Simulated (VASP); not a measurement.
# MoS2 (R3m) in VASP: further runs

The runs below take MoS2 through single point, with PBE.

Program: VASP 6.6.1. These are calculated values, not measurements. Logs are shortened: lines on timing, memory, paths and dates and some standing lists are left out, and cuts for length are marked.

## 1. The cell of the first run

The structure is trigonal, space group R3m (No. 160). The conventional cell has a = 3.004 Å, b = 3.004 Å, c = 17.461 Å, α = 90.00°, β = 90.00°, γ = 120.00°. Within 3.0 Å of Mo (site symmetry 3m) lie 6 S at 2.24 to 2.34 Å. Within 3.1 Å of S (site symmetry 3m) lie 3 Mo at 2.34 Å and 7 S at 2.99 to 3.00 Å. S (site symmetry 3m) has 3 Mo at 2.24 Å and 1 S at 2.99 Å within 3.0 Å.

## 2. Single point, PBE

Contents of INCAR:

```
ALGO = Normal
EDIFF = 1E-6
ENCUT = 500
GGA = PE
GGA_COMPAT = False
ISIF = 2
ISMEAR = 0
LASPH = True
LCHARG = False
LREAL = False
LWAVE = False
NBANDS = 20
NELM = 120
PREC = Accurate
SIGMA = 0.01
```

Contents of KPOINTS:

```
k-points
0
Gamma
  3 3 3
```

Contents of POSCAR:

```
MoS2
1.0
    1.5018290000      0.8670820000      5.8203810000
   -1.5018290000      0.8670820000      5.8203810000
    0.0000000000     -1.7341630000      5.8203810000
Mo S
1 2
Direct
    0.0044212452      0.0044212452      0.0044212452
    0.2477000000      0.2477000000      0.2477000000
    0.4190000000      0.4190000000      0.4190000000
```

Potentials or basis: VASP PAW PBE potentials, release 64 (Mo_sv, S).

The run is started by

```sh
cat potpaw_PBE.64/Mo_sv/POTCAR potpaw_PBE.64/S/POTCAR > POTCAR
mpirun -np 1 vasp_std > vasp.out
```

OUTCAR:

```text
EDIFF = 1E-6
   ENCUT = 500
   GGA = PE
   ISIF = 2
   ISMEAR = 0
   LASPH = True
   LREAL = False
   NELM = 120
   PREC = Accurate

 ion  position               nearest neighbor table
   1  0.004  0.004  0.004-   3 2.24   3 2.24   3 2.24   2 2.34   2 2.34   2 2.34
   2  0.248  0.248  0.248-   1 2.34   1 2.34   1 2.34
   3  0.419  0.419  0.419-   1 2.24   1 2.24   1 2.24

  LATTYP: Found a trigonal (rhomboedric) cell.
 ALAT       =     6.0732327903
 COS(alpha) =     0.8776986276

  Lattice vectors:

 A1 = (   1.5018290000,   0.8670820000,   5.8203810000)
 A2 = (  -1.5018290000,   0.8670820000,   5.8203810000)
 A3 = (   0.0000000000,  -1.7341630000,   5.8203810000)

Analysis of symmetry for initial positions (statically):
=====================================================================
 Subroutine PRICEL returns:
 Original cell was already a primitive cell.

 Routine SETGRP: Setting up the symmetry group for a
 trigonal (rhombohedral) supercell.

 Subroutine GETGRP returns: Found  6 space group operations
 (whereof  6 operations were pure point group operations)
 out of a pool of 12 trial point group operations.

The static configuration has the point symmetry C_3v.

Analysis of symmetry for dynamics (positions and initial velocities):
=====================================================================
 Subroutine PRICEL returns:
 Original cell was already a primitive cell.

 Routine SETGRP: Setting up the symmetry group for a
 trigonal (rhombohedral) supercell.

 Subroutine GETGRP returns: Found  6 space group operations
 (whereof  6 operations were pure point group operations)
 out of a pool of 12 trial point group operations.

The dynamic configuration has the point symmetry C_3v.

 Subroutine INISYM returns: Found  6 space group operations
 (whereof  6 operations are pure point group operations),
 and found     1 'primitive' translations

----------------------------------------------------------------------------------------

                                     Primitive cell

  volume of cell :      45.4761

  direct lattice vectors                    reciprocal lattice vectors
[... 63 lines left out ...]
   ICHARG =      2    charge: 1-file 2-atom 10-const
   ISPIN  =      1    spin polarized calculation?
   LNONCOLLINEAR =      F non collinear calculations
   LSORBIT =      F    spin-orbit coupling
   LASPH  =      T    aspherical Exc in radial PAW
   ENCUT  =  500.0 eV  36.75 Ry    6.06 a.u.  11.07 11.07 11.07*2*pi/ulx,y,z
   NELM   =    120;   NELMIN=  2; NELMDL= -5     # of ELM steps
   EDIFF  = 0.1E-05   stopping-criterion for ELM
   LREAL  =      F    real-space projection
   EDIFFG = 0.1E-04   stopping-criterion for IOM
   NSW    =      0    number of steps for IOM
   IBRION =     -1    ionic relax: 0-MD 1-quasi-New 2-CG
   NFREE  =      0    steps in history (QN), initial steepest desc. (CG)
   ISIF   =      2    stress and relaxation
   ISYM   =      2    0-nonsym 1-usesym 2-fastsym
   POTIM  = 0.5000    time-step for ionic-motion
   TEBEG  =    0.0;   TEEND  =   0.0 temperature during run
   PSTRESS=    0.0 pullay stress
   NELECT =      26.0000    total number of electrons
   NUPDOWN=      -1.0000    fix difference up-down
   EMIN   =  10.00;   EMAX   =-10.00  energy-range for DOS
   EFERMI =   0.00;   METHOD = LEGACY
   ISMEAR =     0;   SIGMA  =   0.01  broadening in eV -4-tet -1-fermi 0-gaus
   EFERMI_NEDOS =   21; number of points for ismear=-14 and -15
   IALGO  =     38    algorithm
   IMIX   =      4    mixing-type and parameters
     AMIX     =   0.40;   BMIX     =  1.00
     AMIX_MAG =   1.60;   BMIX_MAG =  1.00
  volume/ion in A,a.u.               =      15.16       102.30
  Fermi-wavevector in a.u.,A,eV,Ry     =   1.358746  2.567657 25.118944  1.846190
  Thomas-Fermi vector in A             =   2.485553
   LORBIT       =      0    0 simple, 1 ext, 2 COOP (PROOUT), +10 PAW based schemes
   GGA     = PE    functional components
   LHFCALC =     F    Hartree Fock is set to
   AEXX    =    0.0000 exact exchange contribution
   IVDW    =     0    specifies the selected vdW correction
   LEPSILON=     F    determine dielectric tensor
   LRPA    =     F    only Hartree local field effects (RPA)
 non-spin polarized calculation
 Gauss-broadening in eV      SIGMA  =   0.01
  energy-cutoff  :      500.00
  volume of cell :       45.48
 maximum number of plane-waves:      1179
 NGX is ok and might be reduce to    48
   NGX = 23   NGY = 23   NGZ = 23

 number of electron      26.0000000 magnetization

 Free energy of the ion-electron system (eV)
  ---------------------------------------------------
  ext. energy  EPLUGINS =         0.00000000
  ---------------------------------------------------
  free energy    TOTEN  =       -20.88615328 eV

  energy without entropy =      -20.88615328  energy(sigma->0) =      -20.88615328

 E-fermi :   9.9324     XC(G=0): -11.6735

 val. band max:        9.8709049263   @ k =   0.3333   0.3333   0.3333
 cond. band min:      11.1246912872   @ k =  -0.3333   0.3333   0.0000
 fundamental gap:      1.2537863610
 Fermi energy:         9.9323750244

 k-point     1 :       0.0000    0.0000    0.0000
  band No.  band energies     occupation
      1     -51.4929      2.00000
      2     -25.9028      2.00000
      3     -25.3555      2.00000
      4     -25.3555      2.00000
      5      -6.2795      2.00000
      6      -4.0594      2.00000
[... 127 lines left out ...]
     19      17.7281      0.00000
     20      19.0593      0.00000

------------------------ aborting loop because EDIFF is reached ----------------------------------------

  FORCE on cell =-STRESS in cart. coord.  units (eV):
  Direction    XX          YY          ZZ          XY          YZ          ZX
  --------------------------------------------------------------------------------------
  -------------------------------------------------------------------------------------
  Total       10.1885666     10.1885734      9.8514063      0.0000000      0.0000006      0.0000000
  in kB      358.9554217    358.9556612    347.0768609      0.0000000      0.0000199      0.0000000
  external PRESSURE =     354.9959813 kB  Pullay stress =       0.0000000 kB

 VOLUME and BASIS-vectors are now :
 -----------------------------------------------------------------------------
  energy-cutoff  :      500.00
  volume of cell :       45.48
      direct lattice vectors                 reciprocal lattice vectors
     1.501829000  0.867082000  5.820381000     0.332927384  0.192215651  0.057270008
    -1.501829000  0.867082000  5.820381000    -0.332927384  0.192215651  0.057270008
     0.000000000 -1.734163000  5.820381000     0.000000000 -0.384431301  0.057270042

 POSITION                                       TOTAL-FORCE (eV/Angst)
 -----------------------------------------------------------------------------------
      0.00000      0.00000      0.07720         0.000000     -0.000000     -3.396160
      0.00000      0.00000      4.32513         0.000000     -0.000000     -0.773074
      0.00000      0.00000      7.31622         0.000000      0.000000      4.169235
 -----------------------------------------------------------------------------------
    total drift:                                0.000000      0.000012     -0.000137

  FREE ENERGIE OF THE ION-ELECTRON SYSTEM (eV)
  ---------------------------------------------------
  free  energy   TOTEN  =       -20.8861532761 eV

  energy  without entropy=      -20.8861532761  energy(sigma->0) =      -20.88615328
```

It took 21 s on 1 thread of Intel Xeon 6975P-C (Granite Rapids), shared host; peak memory 0.3 GiB.

Results:

```
Free energy            : -20.8862 eV
Pressure               : 35.5 GPa
Largest force          : 4.169 eV/Å
Band gap on the k mesh : 1.25 eV, indirect (least direct gap 2.14 eV)
```

Forces in eV/Å, atoms in the order of the input:
```
Mo   0.000  0.000 -3.396
S    0.000  0.000 -0.773
S    0.000  0.000  4.169
```

Caveat: the k points lie up to 0.81 Å⁻¹ apart; forces of over 1 eV/Å act on the atoms, so gaps and moduli don't describe the material at rest. As with any semilocal functional, this PBE gap is likely too small.

## 3. Single point, PBE

Contents of INCAR:

```
SYSTEM = MoS2
  PREC = Accurate
  ENCUT = 500
  EDIFF = 1E-6
  ISMEAR = 0
  SIGMA = 0.01
  LREAL = .False.
  LASPH = .True.
  NELM = 120
  ALGO = Normal
  ISIF = 2
  LWAVE = .False.
  LCHARG = .False.
  GGA = PE
  NBANDS = 20
  GGA_COMPAT = .False.
```

Contents of KPOINTS:

```
regular mesh
0
Gamma
  3 3 3
  0 0 0
```

POSCAR is that of step 2.

Potentials or basis: VASP PAW PBE potentials, release 64 (Mo_sv, S).

The run is started by

```sh
cat potpaw_PBE.64/Mo_sv/POTCAR potpaw_PBE.64/S/POTCAR > POTCAR
mpirun -np 1 vasp_std > vasp.out
```

Run time: 16 s. Hardware: 1 thread of Intel Xeon 6975P-C (Granite Rapids), shared host; peak memory 0.3 GiB.

The run converged. Its results:

* Free energy: -20.8862 eV
* Pressure: 35.5 GPa
* Largest force: 4.169 eV/Å
* Band gap on the k mesh: 1.25 eV, indirect (least direct gap 2.14 eV)

Forces in eV/Å, atoms in the order of the input:
```
Mo   0.000  0.000 -3.396
S    0.000  0.000 -0.773
S    0.000  0.000  4.169
```

Stress tensor (GPa, compression positive):
```
35.90  0.00  0.00
 0.00 35.90  0.00
 0.00  0.00 34.71
```

Levels at points of the mesh, in eV from the valence-band top:
```tsv
k point	band 9	band 10	band 11	band 12	band 13	band 14	band 15	band 16	band 17	band 18
(0.00, 0.00, 0.00)	-3.94	-2.45	-2.45	-2.01	-0.94	2.25	2.25	3.07	3.07	6.13
```

Caveat: the k points lie up to 0.81 Å⁻¹ apart; forces of over 1 eV/Å act on the atoms, so gaps and moduli don't describe the material at rest.

## 4. Single point, PBE

This run uses another cell than the first one, of 14.25 Å³/atom, 0.940 times its volume.

Contents of INCAR:

```
ALGO     = Normal         # electronic algorithm
EDIFF    = 1E-6           # SCF threshold, eV
ENCUT    = 500            # plane-wave cutoff, eV
GGA      = PE             # functional
GGA_COMPAT= False        
ISIF     = 2              # what is computed and relaxed
ISMEAR   = 0              # smearing method
LASPH    = True           # aspherical terms in the spheres
LCHARG   = False          # write CHGCAR
LREAL    = False          # projectors in reciprocal space
LWAVE    = False          # write WAVECAR
NBANDS   = 20             # bands
NELM     = 120            # most SCF steps
PREC     = Accurate       # precision mode
SIGMA    = 0.01           # smearing width, eV
```

Contents of KPOINTS:

```
k-points
0
Gamma
  3 3 3
```

Contents of POSCAR:

```
MoS2
1.0
    1.4711708300      0.8493814800      5.7015643800
   -1.4711708300      0.8493814800      5.7015643800
    0.0000000000     -1.6987619900      5.7015643800
Mo S
1 2
Direct
    0.0044212452      0.0044212452      0.0044212452
    0.2477000000      0.2477000000      0.2477000000
    0.4190000000      0.4190000000      0.4190000000
```

The run is started by

```sh
cat potpaw_PBE.64/Mo_sv/POTCAR potpaw_PBE.64/S/POTCAR > POTCAR
mpirun -np 1 vasp_std > vasp.out
```

It took 21 s on 1 thread of Intel Xeon 6975P-C (Granite Rapids), shared host; peak memory 0.3 GiB.

Results (log left out):

| Quantity | Value |
| --- | --- |
| Free energy | -20.1199 eV |
| Pressure | 55.2 GPa |
| Largest force | 5.876 eV/Å |
| Band gap on the k mesh | 1.27 eV, indirect (least direct gap 2.32 eV) |

Forces in eV/Å, atoms in the order of the input:
```
Mo   0.000  0.000 -3.865
S    0.000  0.000 -2.011
S    0.000  0.000  5.876
```

Stress tensor (GPa, compression positive):
```
55.53  0.00  0.00
 0.00 55.53  0.00
 0.00  0.00 54.69
```

Levels at points of the mesh, in eV from the valence-band top:
```csv
k point,band 10,band 11,band 12,band 13,band 14,band 15,band 16,band 17
"(0.00, 0.00, 0.00)",-2.67,-2.67,-2.27,-1.01,2.33,2.33,3.27,3.27
```

Caveat: the k points lie up to 0.83 Å⁻¹ apart; forces of over 1 eV/Å act on the atoms, so gaps and moduli don't describe the material at rest.

## 5. Single point, PBE

This run uses another cell than the first one, of 16.07 Å³/atom, 1.060 times its volume.

Contents of INCAR:

```
SYSTEM = MoS2
PREC = Accurate
ENCUT = 500
EDIFF = 1E-6
ISMEAR = 0
SIGMA = 0.01
LREAL = .FALSE.
LASPH = .TRUE.
NELM = 120
ALGO = Normal
ISIF = 2
LWAVE = .FALSE.
LCHARG = .FALSE.
GGA = PE
NBANDS = 20
GGA_COMPAT = .FALSE.
```

Contents of KPOINTS:

```
Automatic mesh
0
G
  3 3 3
  0 0 0
```

Contents of POSCAR:

```
MoS2
1.0
    1.5312841100      0.8840879300      5.9345351000
   -1.5312841100      0.8840879300      5.9345351000
    0.0000000000     -1.7681748300      5.9345351000
Mo S
1 2
Direct
    0.0044212452      0.0044212452      0.0044212452
    0.2477000000      0.2477000000      0.2477000000
    0.4190000000      0.4190000000      0.4190000000
```

Potentials or basis: VASP PAW PBE potentials, release 64 (Mo_sv, S).

The run is started by

```sh
cat potpaw_PBE.64/Mo_sv/POTCAR potpaw_PBE.64/S/POTCAR > POTCAR
mpirun -np 1 vasp_std > vasp.out
```

OUTCAR:

```text
SYSTEM = MoS2
   PREC = Accurate
   ENCUT = 500
   EDIFF = 1E-6
   ISMEAR = 0
   LREAL = .FALSE.
   LASPH = .TRUE.
   NELM = 120
   ISIF = 2
   GGA = PE

 ion  position               nearest neighbor table
   1  0.004  0.004  0.004-   3 2.28   3 2.28   3 2.28   2 2.39   2 2.39   2 2.39
   2  0.248  0.248  0.248-   1 2.39   1 2.39   1 2.39
   3  0.419  0.419  0.419-   1 2.28   1 2.28   1 2.28

  LATTYP: Found a trigonal (rhomboedric) cell.
 ALAT       =     6.1923460293
 COS(alpha) =     0.8776986273

[... 310 lines left out ...]

  FORCE on cell =-STRESS in cart. coord.  units (eV):
  Direction    XX          YY          ZZ          XY          YZ          ZX
  --------------------------------------------------------------------------------------
  -------------------------------------------------------------------------------------
  Total        6.3588702      6.3588744      5.8804388      0.0000000      0.0000003      0.0000000
  in kB      211.3496425    211.3497828    195.4480281      0.0000000      0.0000113      0.0000000
  external PRESSURE =     206.0491511 kB  Pullay stress =       0.0000000 kB

 VOLUME and BASIS-vectors are now :
 -----------------------------------------------------------------------------
  energy-cutoff  :      500.00
  volume of cell :       48.20
      direct lattice vectors                 reciprocal lattice vectors
     1.531284110  0.884087930  5.934535100     0.326523339  0.188518275  0.056168388
    -1.531284110  0.884087930  5.934535100    -0.326523339  0.188518275  0.056168388
     0.000000000 -1.768174830  5.934535100     0.000000000 -0.377036550  0.056168420

 POSITION                                       TOTAL-FORCE (eV/Angst)
 -----------------------------------------------------------------------------------
      0.00000      0.00000      0.07871         0.000000     -0.000000     -2.991929
      0.00000      0.00000      4.40995         0.000000      0.000000      0.221961
      0.00000      0.00000      7.45971         0.000000      0.000000      2.769968
 -----------------------------------------------------------------------------------
    total drift:                               -0.000000      0.000011     -0.000118

  FREE ENERGIE OF THE ION-ELECTRON SYSTEM (eV)
  ---------------------------------------------------
  free  energy   TOTEN  =       -21.3591488508 eV

  energy  without entropy=      -21.3591488508  energy(sigma->0) =      -21.35914885
```

stdout:

```text
POSCAR found type information on POSCAR MoS
 POSCAR found :  2 types and       3 ions
 scaLAPACK will be used
 LDA part: xc-table for (Slater+PW92), standard interpolation
 POSCAR, INCAR and KPOINTS ok, starting setup
 FFT: planning ... GRIDC
 FFT: planning ... GRID_SOFT
 FFT: planning ... GRID
 WAVECAR not read
 entering main loop
```

Wall time 18 s (1 thread of Intel Xeon 6975P-C (Granite Rapids), shared host); peak memory 0.29 GiB.

Results:

```yaml
Free_energy: -21.3591 eV
Pressure: 20.6 GPa
Largest_force: 2.992 eV/Å
Band_gap_on_the_k_mesh: 1.23 eV, indirect (least direct gap 1.98 eV)
```

Forces in eV/Å, atoms in the order of the input:
```
Mo   0.000  0.000 -2.992
S    0.000  0.000  0.222
S    0.000  0.000  2.770
```

Stress tensor (GPa, compression positive):
```
21.13  0.00  0.00
 0.00 21.13  0.00
 0.00  0.00 19.54
```

Levels at points of the mesh, in eV from the valence-band top:
```csv
k point,band 11,band 12,band 13,band 14,band 15,band 16
"(0.00, 0.00, 0.00)",-2.26,-1.80,-0.86,2.17,2.17,2.89
```

Caveat: the k points lie up to 0.80 Å⁻¹ apart; forces of over 1 eV/Å act on the atoms, so gaps and moduli don't describe the material at rest. Expect the measured gap to be larger: semilocal functionals such as PBE lack the derivative discontinuity.

## 6. Summary

| cell | gap on the mesh (eV) | pressure (GPa) | largest force (eV/Å) |
| --- | --- | --- | --- |
| a = 6.073 Å, angles 28.6°, 3 atoms | 1.25 | 35.5 | 4.17 |
| a = 5.949 Å, angles 28.6°, 3 atoms | 1.27 | 55.2 | 5.88 |
| a = 6.192 Å, angles 28.6°, 3 atoms | 1.23 | 20.6 | 2.99 |

Alike in all rows: task single point; level PBE; potentials or basis VASP PAW PBE potentials, release 64 (Mo_sv, S); no spin polarisation; k mesh 3 × 3 × 3; cutoff (eV) 500; smearing gaussian 0.01 eV.

Caveats: all runs use coarse meshes; forces of over 1 eV/Å act on the atoms, so gaps and moduli don't describe the material at rest.

Absolute energies hang on the potentials; compare differences alone.
